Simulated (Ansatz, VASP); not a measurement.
TaN: VASP beside Ansatz

```
Ta N
1.0
    -2.71069    2.71069    1.99994
     2.71069   -2.71069    1.99994
     2.71069    2.71069   -1.99994
Ta N
2 2
Direct
  0.75000 0.25000 0.50000
  0.00000 0.00000 0.00000
  0.50000 0.50000 0.00000
  0.25000 0.75000 0.50000
```

Alike in both runs: functional PBE; k mesh 6 × 6 × 6; occupations gaussian, width 0.1 eV; no spin polarisation.

Ansatz relaxed the structure, and its values are those at the end. VASP's run is a single point on that final structure, the one shown.

|  | VASP | Ansatz |
| --- | --- | --- |
| version | VASP 6.6.1 | Ansatz 0.2.0 |
| potentials or method | VASP PAW PBE potentials, release 64 (Ta_sv_GW, N), cutoff 600 eV | scalar-relativistic, plane waves, PAW |
| valence electrons in the cell | 36 | 36 |

Ansatz gave:

- gap on the k mesh at the Fermi level (eV): none
- pressure (GPa): 0.0

Which values does VASP return?

gap on the k mesh at the Fermi level (eV): none; pressure (GPa): -0.2.

A gap of «none» marks a metal or a gap that the smearing closes.

Neither program's run includes spin-orbit coupling.
